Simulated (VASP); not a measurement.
Set up this calculation in VASP 6.6.1, as the native input.

```yaml
Task: relaxation of cell and atoms
Functional: PBE
Dispersion: D3(BJ)
Potentials_or_basis: VASP PAW PBE potentials, release 64 (Cs_sv, Sn_d, Br)
Cutoff: 500 eV
k_mesh: 6 × 6 × 6
Occupations: gaussian, width 0.02 eV
Spin: no spin polarisation
Dipole_correction: no
Further_INCAR_settings: ALGO = Normal; EDIFF = 1e-07; IBRION = 2; EDIFFG = -0.005; NSW = 70; ISIF = 3
```

The structure of CsSnBr3 lies in POSCAR:

```
CsSnBr3
1.0
    5.8952860393      0.0000000000      0.0000000000
    0.0000000000      5.8952860393      0.0000000000
    0.0000000000      0.0000000000      5.8952860393
Cs Sn Br
1 1 3
Direct
    0.0000000000      0.0000000000      0.0000000000
    0.5000000000      0.5000000000      0.5000000000
    0.5000000000      0.0000000000      0.5000000000
    0.5000000000      0.5000000000      0.0000000000
    0.0000000000      0.5000000000      0.5000000000
```

One way to write it, as run:

INCAR

```
PREC     = Accurate       # precision mode
ENCUT    = 500            # plane-wave cutoff, eV
EDIFF    = 1E-7           # SCF threshold, eV
ISMEAR   = 0              # smearing method
SIGMA    = 0.02           # smearing width, eV
LREAL    = F              # projectors in reciprocal space
LASPH    = T              # aspherical terms in the spheres
NELM     = 120            # most SCF steps
ALGO     = Normal         # electronic algorithm
ISIF     = 3              # what is computed and relaxed
LWAVE    = F              # write WAVECAR
LCHARG   = F              # write CHGCAR
GGA      = PE             # functional
IVDW     = 12             # dispersion correction
IBRION   = 2              # ionic algorithm
NSW      = 70             # ionic steps
EDIFFG   = -0.005         # ionic threshold
GGA_COMPAT= F            
NELMIN   = 4
```

KPOINTS

```
regular mesh
0
Gamma
  6 6 6
```

Potentials or basis: VASP PAW PBE potentials, release 64 (Cs_sv, Sn_d, Br).

Run with:

```sh
$ cat potpaw_PBE.64/Cs_sv/POTCAR potpaw_PBE.64/Sn_d/POTCAR potpaw_PBE.64/Br/POTCAR > POTCAR
$ mpirun -np 1 vasp_std > vasp.out
```

It gave:

| Property | Result |
| --- | --- |
| Relaxed volume | 39.37 Å³/atom |
| Relaxed cell | a = 5.817 Å, b = 5.817 Å, c = 5.817 Å, α = 90.00°, β = 90.00°, γ = 90.00° |
| Space group after relaxing (to 0.05 Å) | Pm-3m (No. 221) |
| Energy gained by relaxing | 4.2 meV/atom |
| Ionic steps | 3 |
| Pressure after relaxing | 0.0 GPa |
| Band gap on the k mesh | 0.44 eV, direct |
| Dispersion energy per atom | -0.217 eV |

Caveat: spin-orbit coupling is left out, which moves the levels of the heavy elements.

Wall time 2.4 min on 1 thread of Intel(R) Xeon(R) Platinum 8559C (Emerald Rapids), with other jobs on the host, peak memory 0.4 GiB.
